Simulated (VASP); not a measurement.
# Ta (Im-3m) in VASP: further runs

Runs on Ta. Level: LDA. Tasks: single point, relaxation of cell and atoms.

All numbers are computed with VASP 6.6.1; they aren't measurements. Logs are shortened: lines on timing, memory, paths and dates and some standing lists are left out, and cuts for length are marked.

## (1) The cell of the first run

It takes space group Im-3m (No. 229, cubic). The conventional cell has a = 3.244 Å, b = 3.244 Å, c = 3.244 Å, α = 90.00°, β = 90.00°, γ = 90.00°. Within 3.7 Å of Ta (site symmetry m-3m) lie 14 Ta at 2.81 to 3.24 Å.

## (2) Single point, LDA

Contents of INCAR:

```
SYSTEM = Ta
PREC = Accurate ; ENCUT = 520
EDIFF = 1E-7 ; ISMEAR = -1
SIGMA = 0.08 ; LREAL = .False.
LASPH = .True. ; NELM = 80
ALGO = Normal ; ISIF = 2
LWAVE = .False. ; LCHARG = .False.
GGA = CA ; NBANDS = 12
```

Contents of KPOINTS:

```
regular mesh
0
Gamma
  24 24 24
  0 0 0
```

Contents of POSCAR:

```
Ta
1.0
   -1.6219877755      1.6219877755      1.6219877755
    1.6219877755     -1.6219877755      1.6219877755
    1.6219877755      1.6219877755     -1.6219877755
Ta
1
Direct
    0.0000000000      0.0000000000      0.0000000000
```

Potentials or basis: VASP PAW LDA potentials, release 64 (Ta_pv).

Command:

```bash
$ cat potpaw_LDA.64/Ta_pv/POTCAR > POTCAR
$ mpirun -np 1 vasp_std > vasp.out
```

OUTCAR:

```text
SYSTEM = Ta
   PREC = Accurate
   ENCUT = 520
   EDIFF = 1E-7
   ISMEAR = -1
   LREAL = .False.
   LASPH = .True.
   NELM = 80
   ISIF = 2
   GGA = CA

 ion  position               nearest neighbor table
   1  0.000  0.000  0.000-

  LATTYP: Found a body centered cubic cell.
 ALAT       =     3.2439755510

  Lattice vectors:

 A1 = (  -1.6219877755,   1.6219877755,   1.6219877755)
 A2 = (   1.6219877755,  -1.6219877755,   1.6219877755)
 A3 = (   1.6219877755,   1.6219877755,  -1.6219877755)

Analysis of symmetry for initial positions (statically):
=====================================================================
 Subroutine PRICEL returns:
 Original cell was already a primitive cell.

 Routine SETGRP: Setting up the symmetry group for a
 body centered cubic supercell.

 Subroutine GETGRP returns: Found 48 space group operations
 (whereof 48 operations were pure point group operations)
 out of a pool of 48 trial point group operations.

The static configuration has the point symmetry O_h .

Analysis of symmetry for dynamics (positions and initial velocities):
=====================================================================
 Subroutine PRICEL returns:
 Original cell was already a primitive cell.

 Routine SETGRP: Setting up the symmetry group for a
 body centered cubic supercell.

 Subroutine GETGRP returns: Found 48 space group operations
 (whereof 48 operations were pure point group operations)
 out of a pool of 48 trial point group operations.

The dynamic configuration has the point symmetry O_h .

 Subroutine INISYM returns: Found 48 space group operations
 (whereof 48 operations are pure point group operations),
 and found     1 'primitive' translations

----------------------------------------------------------------------------------------

                                     Primitive cell

  volume of cell :      17.0688

  direct lattice vectors                    reciprocal lattice vectors
    -1.621987776  1.621987776  1.621987776     0.000000000  0.308263729  0.308263729
     1.621987776 -1.621987776  1.621987776     0.308263729  0.000000000  0.308263729
     1.621987776  1.621987776 -1.621987776     0.308263729  0.308263729  0.000000000

  length of vectors
     2.809365236  2.809365236  2.809365236     0.435950746  0.435950746  0.435950746

  position of ions in fractional coordinates (direct lattice)
     0.000000000  0.000000000  0.000000000

  ion indices of the primitive-cell ions
   primitive index   ion index
                 1           1

----------------------------------------------------------------------------------------

 KPOINTS: regular mesh

Automatic generation of k-mesh.
 Grid dimensions read from file:
 generate k-points for:   24   24   24

 Generating k-lattice:

  Cartesian coordinates                     Fractional coordinates (reciprocal lattice)
     0.000000000  0.012844322  0.012844322     0.041666667  0.000000000  0.000000000
     0.012844322  0.000000000  0.012844322     0.000000000  0.041666667  0.000000000
     0.012844322  0.012844322  0.000000000     0.000000000  0.000000000  0.041666667

  Length of vectors
     0.018164614  0.018164614  0.018164614

  Shift w.r.t. Gamma in fractional coordinates (k-lattice)
     0.000000000  0.000000000  0.000000000

 Subroutine IBZKPT returns following result:
 ===========================================

 Found    413 irreducible k-points:

 Following reciprocal coordinates:
            Coordinates               Weight
  0.000000  0.000000  0.000000      1.000000
  0.041667  0.000000  0.000000     12.000000
  0.083333  0.000000  0.000000     12.000000
  0.125000  0.000000  0.000000     12.000000
  0.166667  0.000000  0.000000     12.000000
  0.208333  0.000000  0.000000     12.000000
[... 16 lines left out ...]
  0.416667  0.041667  0.000000     48.000000
  0.458333  0.041667  0.000000     48.000000
 [... further k-points ...]
   k-points           NKPTS =    413   k-points in BZ     NKDIM =    413   number of bands    NBANDS=     12
   number of dos      NEDOS =    301   number of ions     NIONS =      1
   total plane-waves  NPLWV =  13824
   dimension x,y,z NGX =    24 NGY =   24 NGZ =   24
   dimension x,y,z NGXF=    48 NGYF=   48 NGZF=   48
   ions per type =               1
   NGX,Y,Z   is equivalent  to a cutoff of  14.20, 14.20, 14.20 a.u.
   NGXF,Y,Z  is equivalent  to a cutoff of  28.40, 28.40, 28.40 a.u.
 SYSTEM =  Ta
   PREC   = accura    normal or accurate (medium, high low for compatibility)
   ISTART =      0    job   : 0-new  1-cont  2-samecut
   ICHARG =      2    charge: 1-file 2-atom 10-const
   ISPIN  =      1    spin polarized calculation?
   LNONCOLLINEAR =      F non collinear calculations
   LSORBIT =      F    spin-orbit coupling
   LASPH  =      T    aspherical Exc in radial PAW
   ENCUT  =  520.0 eV  38.22 Ry    6.18 a.u.   5.22  5.22  5.22*2*pi/ulx,y,z
   NELM   =     80;   NELMIN=  2; NELMDL= -5     # of ELM steps
   EDIFF  = 0.1E-06   stopping-criterion for ELM
   LREAL  =      F    real-space projection
   EDIFFG = 0.1E-05   stopping-criterion for IOM
   NSW    =      0    number of steps for IOM
   IBRION =     -1    ionic relax: 0-MD 1-quasi-New 2-CG
   NFREE  =      0    steps in history (QN), initial steepest desc. (CG)
   ISIF   =      2    stress and relaxation
   ISYM   =      2    0-nonsym 1-usesym 2-fastsym
   POTIM  = 0.5000    time-step for ionic-motion
   TEBEG  =    0.0;   TEEND  =   0.0 temperature during run
   PSTRESS=    0.0 pullay stress
   NELECT =      11.0000    total number of electrons
   NUPDOWN=      -1.0000    fix difference up-down
   EMIN   =  10.00;   EMAX   =-10.00  energy-range for DOS
   EFERMI =   0.00;   METHOD = LEGACY
   ISMEAR =    -1;   SIGMA  =   0.08  broadening in eV -4-tet -1-fermi 0-gaus
   EFERMI_NEDOS =   21; number of points for ismear=-14 and -15
   IALGO  =     38    algorithm
   IMIX   =      4    mixing-type and parameters
     AMIX     =   0.40;   BMIX     =  1.00
     AMIX_MAG =   1.60;   BMIX_MAG =  1.00
  volume/ion in A,a.u.               =      17.07       115.19
  Fermi-wavevector in a.u.,A,eV,Ry     =   1.414072  2.672208 27.206200  1.999599
  Thomas-Fermi vector in A             =   2.535652
   LORBIT       =      0    0 simple, 1 ext, 2 COOP (PROOUT), +10 PAW based schemes
   GGA     = CA    functional components
   LHFCALC =     F    Hartree Fock is set to
   AEXX    =    0.0000 exact exchange contribution
   IVDW    =     0    specifies the selected vdW correction
   LEPSILON=     F    determine dielectric tensor
   LRPA    =     F    only Hartree local field effects (RPA)
 non-spin polarized calculation
  energy-cutoff  :      520.00
  volume of cell :       17.07
 maximum number of plane-waves:       474
 NGX is ok and might be reduce to    24
   NGX = 11   NGY = 11   NGZ = 11

 number of electron      10.9999999 magnetization

 Free energy of the ion-electron system (eV)
  ---------------------------------------------------
  ext. energy  EPLUGINS =         0.00000000
  ---------------------------------------------------
  free energy    TOTEN  =       -12.83948173 eV

  energy without entropy =      -12.81343623  energy(sigma->0) =      -12.82645898

 E-fermi :   5.8541     XC(G=0): -13.0710

 val. band max:        5.8530542552   @ k =  -0.4167  -0.4167   0.0417
 cond. band min:       5.8679461135   @ k =  -0.2917   0.3750   0.1250
 fundamental gap:      0.0148918583
 Fermi energy:         5.8541159866

 k-point     1 :       0.0000    0.0000    0.0000
  band No.  band energies     occupation
      1     -26.8320      2.00000
      2     -26.8320      2.00000
      3     -26.8320      2.00000
      4      -2.1874      2.00000
      5       6.5207      0.00048
      6       6.5207      0.00048
      7       6.5207      0.00048
      8       9.9746      0.00000
      9       9.9746      0.00000
     10      19.7260      0.00000
     11      21.1797      0.00000
     12      21.1797      0.00000

 k-point     2 :       0.0417    0.0000    0.0000
  band No.  band energies     occupation
      1     -26.8588      2.00000
      2     -26.8400      2.00000
      3     -26.8321      2.00000
      4      -2.1032      2.00000
      5       6.4657      0.00096
      6       6.5071      0.00057
      7       6.6029      0.00017
      8       9.8796      0.00000
      9       9.9742      0.00000
     10      19.7260      0.00000
     11      21.2579      0.00000
     12      21.3250      0.00000

 k-point     3 :       0.0833    0.0000    0.0000
  band No.  band energies     occupation
      1     -26.9370      2.00000
      2     -26.8637      2.00000
      3     -26.8327      2.00000
      4      -1.8558      2.00000
      5       6.3085      0.00681
      6       6.4549      0.00110
      7       6.8477      0.00001
      8       9.6473      0.00000
      9       9.9759      0.00000
     10      19.7259      0.00000
     11      21.4744      0.00000
     12      21.7524      0.00000
[... 286 lines left out ...]
 k-point    23 :       0.4167    0.0417    0.0000
  band No.  band energies     occupation
      1     -28.1993      2.00000
      2     -27.2782      2.00000
      3     -26.8533      2.00000
      4       1.3100      2.00000
      5       4.1896      2.00000
      6       7.2562      0.00000
      7       9.9310      0.00000
      8      10.9325      0.00000
      9      13.6453      0.00000
     10      18.5060      0.00000
     11      18.8604      0.00000
     12      19.7541      0.00000

 k-point    24 :       0.4583    0.0417    0.0000
  band No.  band energies     occupation
      1     -28.2422      2.00000
      2     -27.2935      2.00000
      3     -26.8537      2.00000
      4       1.3005      2.00000
      5       4.1267      2.00000
      6       7.6665      0.00000
      7       9.8704      0.00000
      8      11.0312      0.00000
      9      14.1498      0.00000
     10      18.2547      0.00000
     11      18.4353      0.00000
     12      19.7465      0.00000

 [... further k-points ...]

------------------------ aborting loop because EDIFF is reached ----------------------------------------

  FORCE on cell =-STRESS in cart. coord.  units (eV):
  Direction    XX          YY          ZZ          XY          YZ          ZX
  --------------------------------------------------------------------------------------
  -------------------------------------------------------------------------------------
  Total        0.3089021      0.3089021      0.3089021      0.0000000     -0.0000000      0.0000000
  in kB       28.9953763     28.9953763     28.9953763      0.0000000     -0.0000000      0.0000000
  external PRESSURE =      28.9953763 kB  Pullay stress =       0.0000000 kB

 VOLUME and BASIS-vectors are now :
 -----------------------------------------------------------------------------
  energy-cutoff  :      520.00
  volume of cell :       17.07
      direct lattice vectors                 reciprocal lattice vectors
    -1.621987776  1.621987776  1.621987776     0.000000000  0.308263729  0.308263729
     1.621987776 -1.621987776  1.621987776     0.308263729  0.000000000  0.308263729
     1.621987776  1.621987776 -1.621987776     0.308263729  0.308263729  0.000000000

 POSITION                                       TOTAL-FORCE (eV/Angst)
 -----------------------------------------------------------------------------------
      0.00000      0.00000      0.00000        -0.000000     -0.000000      0.000000
 -----------------------------------------------------------------------------------
    total drift:                               -0.000000      0.000000      0.000000

  FREE ENERGIE OF THE ION-ELECTRON SYSTEM (eV)
  ---------------------------------------------------
  free  energy   TOTEN  =       -12.8394817261 eV

  energy  without entropy=      -12.8134362268  energy(sigma->0) =      -12.82645898
```

Wall time 1.8 min (1 thread of AMD EPYC 7R13, shared host); peak memory 0.17 GiB.

Results:

```
Free energy            : -12.8395 eV
Pressure               : 2.9 GPa
Band gap on the k mesh : zero (an odd number of electrons rules out a gap without spin polarisation)
```

Caveat: spin-orbit coupling is left out, which moves the levels of the heavy elements.

## (3) Single point, LDA

This run uses another cell than the first one, of 17.22 Å³/atom.

Contents of INCAR:

```
  ALGO = Normal
  EDIFF = 1E-6
  ENCUT = 520
  GGA = CA
  ISIF = 2
  ISMEAR = -1
  LASPH = T
  LCHARG = F
  LREAL = F
  LWAVE = F
  NBANDS = 12
  NELM = 80
  PREC = Accurate
  SIGMA = 0.08
```

Contents of KPOINTS:

```
k-points
0
Gamma
  24 24 24
```

Contents of POSCAR:

```
Ta
1.0
   -1.6268863385      1.6268863385      1.6268863385
    1.6268863385     -1.6268863385      1.6268863385
    1.6268863385      1.6268863385     -1.6268863385
Ta
1
Direct
    0.0000000000      0.0000000000      0.0000000000
```

Potentials or basis: VASP PAW LDA potentials, release 64 (Ta_pv).

Command:

```bash
$ cat potpaw_LDA.64/Ta_pv/POTCAR > POTCAR
$ mpirun -np 1 vasp_std > vasp.out
```

It took 1.8 min on 1 thread of AMD EPYC 7R13, shared host; peak memory 0.17 GiB.

It converged, with:

```yaml
Free_energy: -12.8413 eV
Pressure: 0.9 GPa
Band_gap_on_the_k_mesh: zero (an odd number of electrons rules out a gap without spin polarisation)
```

Levels at points of the mesh, in eV from the Fermi level:
| k point | band 4 | band 5 | band 6 | band 7 | band 8 | band 9 |
| --- | --- | --- | --- | --- | --- | --- |
| (0.00, 0.00, 0.00) | -8.01 | 0.67 | 0.67 | 0.67 | 4.09 | 4.09 |
| (0.50, 0.00, 0.00) | -4.58 | -1.72 | 1.96 | 4.00 | 5.07 | 8.20 |
| (0.50, 0.50, 0.50) | -4.09 | -4.09 | 7.16 | 7.16 | 7.16 | 9.17 |

Caveat: spin-orbit coupling is left out, which moves the levels of the heavy elements.

## (4) Relaxation of cell and atoms, LDA, target pressure 1 GPa, at which the enthalpy is minimised

This run uses another cell than the first one, of 17.22 Å³/atom.

Contents of INCAR:

```
SYSTEM = Ta
PREC     = Accurate       ! precision mode
ENCUT    = 600            ! plane-wave cutoff, eV
EDIFF    = 1E-7           ! SCF threshold, eV
ISMEAR   = -1             ! smearing method
SIGMA    = 0.08           ! smearing width, eV
LREAL    = .FALSE.        ! projectors in reciprocal space
LASPH    = .TRUE.         ! aspherical terms in the spheres
NELM     = 100            ! most SCF steps
ALGO     = Normal         ! electronic algorithm
ISIF     = 3              ! what is computed and relaxed
LWAVE    = .FALSE.        ! write WAVECAR
LCHARG   = .FALSE.        ! write CHGCAR
GGA      = CA             ! functional
IBRION   = 2              ! ionic algorithm
NSW      = 100            ! ionic steps
EDIFFG   = -0.002         ! ionic threshold
PSTRESS  = 10.0
```

Contents of KPOINTS:

```
Automatic mesh
0
G
  24 24 24
  0 0 0
```

POSCAR is that of step 3.

Command:

```bash
$ cat potpaw_LDA.64/Ta_pv/POTCAR > POTCAR
$ mpirun -np 1 vasp_std > vasp.out
```

Wall time 2.8 min (1 thread of AMD EPYC 7R13, shared host); peak memory 0.18 GiB.

The run converged. Its results:

* Free energy: -12.8414 eV
* Relaxed volume: 17.21 Å³/atom
* Relaxed cell: a = 2.817 Å, b = 2.817 Å, c = 2.817 Å, α = 109.47°, β = 109.47°, γ = 109.47°
* Space group after relaxing (to 0.1 Å): Im-3m (No. 229)
* Energy change on relaxing (the run minimises the enthalpy): +0.1 meV/atom
* Ionic steps: 3
* Pressure after relaxing: 1.0 GPa
* Band gap on the k mesh: zero (an odd number of electrons rules out a gap without spin polarisation)

Final structure:
```
Ta
1.0
    -1.62657    1.62657    1.62657
     1.62657   -1.62657    1.62657
     1.62657    1.62657   -1.62657
Ta
1
Direct
  0.00000 0.00000 0.00000
```

Levels at points of the mesh, in eV from the Fermi level:
```
           k point  band 2  band 3  band 4  band 5  band 6  band 7  band 8  band 9
(0.00, 0.00, 0.00)  -32.72  -32.72   -8.01    0.67    0.67    0.67    4.09    4.09
(0.50, 0.00, 0.00)  -33.16  -32.73   -4.58   -1.72    1.96    4.00    5.07    8.20
(0.50, 0.50, 0.50)  -33.68  -33.68   -4.10   -4.10    7.16    7.16    7.16    9.17
```

Caveat: the cell is relaxed towards a set pressure, so the run minimises the enthalpy, not the energy; spin-orbit coupling is left out, which moves the levels of the heavy elements.

## (5) Summary

| task | cell | cutoff (eV) | gap on the mesh (eV) | pressure (GPa) |
| --- | --- | --- | --- | --- |
| single point | a = 2.809 Å, angles 109.5°, 1 atom | 520 | none | 2.9 |
| single point | a = 2.818 Å, angles 109.5°, 1 atom | 520 | none | 0.9 |
| relaxation of cell and atoms | relaxed to 1 GPa from a = 2.818 Å, angles 109.5°, 1 atom | 600 | none | 1.0 |

Alike in all rows: level LDA; potentials or basis VASP PAW LDA potentials, release 64 (Ta_pv); no spin polarisation; k mesh 24 × 24 × 24; smearing fermi-dirac 0.08 eV.

Caveats: spin-orbit coupling is left out, which moves the levels of the heavy elements; the cell is relaxed towards a set pressure, so the run minimises the enthalpy, not the energy (at least some runs).

Total energies depend on the potentials used, so only differences within one code and one set of settings carry meaning.
